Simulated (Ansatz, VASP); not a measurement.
NaHF2: VASP beside Ansatz

Contents of INCAR:

```
SYSTEM = NaHF2
PREC = Accurate ; ENCUT = 520
EDIFF = 1E-6 ; ISMEAR = 0
SIGMA = 0.01 ; LREAL = .FALSE.
LASPH = .TRUE. ; NELM = 80
ALGO = Normal ; ISIF = 2
LWAVE = .FALSE. ; LCHARG = .FALSE.
GGA = PS ; IBRION = 2
NSW = 50 ; EDIFFG = -0.002
```

The input KPOINTS:

```
regular mesh
0
G
  8 8 8
  0 0 0
```

File POSCAR:

```
NaHF2
1.0
    1.7477846108      1.0090839155      4.6001826244
   -1.7477846108      1.0090839155      4.6001826244
    0.0000000000     -2.0181678311      4.6001826244
Na H F
1 1 2
Direct
    0.0000000000      0.0000000000      0.0000000000
    0.5000000000      0.5000000000      0.5000000000
    0.4168324837      0.4168324837      0.4168324837
    0.5831675163      0.5831675163      0.5831675163
```

Input for Ansatz:

```yaml
crystal:
  lattice:
    - [1.7477846108, 1.00908391553, 4.60018262439]
    - [-1.7477846108, 1.00908391553, 4.60018262439]
    - [0.0, -2.01816783107, 4.60018262439]
  atoms:
    - { symbol: Na, position: [0.0, 0.0, 0.0] }
    - { symbol: H, position: [0.5, 0.5, 0.5] }
    - { symbol: F, position: [0.416832483723, 0.416832483723, 0.416832483723] }
    - { symbol: F, position: [0.583167516277, 0.583167516277, 0.583167516277] }
kpoints:
  mp_grid: { grid: [8, 8, 8] }
scf:
  occupations: { method: fixed }
  convergence: { dr2_threshold: 1.0e-10 }
hamiltonian:
  xc: pbesol
  pseudopotentials: { kind: all_electron, lapw: { basis_error: 0.0005 } }
output:
  forces: true
  stress: true
  eigenstates:
    kpoints:
      - [0.0, 0.0, 0.0]
      - [0.5, 0.5, 0.5]
      - [-0.5, 0.0, 0.0]
      - [0.0, -0.5, 0.0]
      - [0.0, 0.0, -0.5]
      - [-0.5, 0.0, -0.5]
      - [-0.5, -0.5, 0.0]
      - [0.0, -0.5, -0.5]
relax:
  f_tol: 0.002
  max_steps: 30
```

Alike in both runs: task relaxation of the atoms; functional PBEsol; k mesh 8 × 8 × 8; no spin polarisation.

```csv
,VASP,Ansatz
version,VASP 6.6.1,Ansatz 0.2.0
potentials or method,"VASP PAW PBE potentials, release 64 (Na_pv, H, F), cutoff 520 eV","all-electron LAPW, scalar-relativistic"
occupations,"gaussian, width 0.01 eV",fixed
```

```csv
,VASP,Ansatz,Ansatz less VASP
"gap on the k mesh at the Fermi level, each at its own relaxed structure (eV)",6.83,6.85,+0.017
```

VASP's potentials were made for PBE, not for PBEsol. Ansatz ran all-electron here, and VASP with PAW potentials.
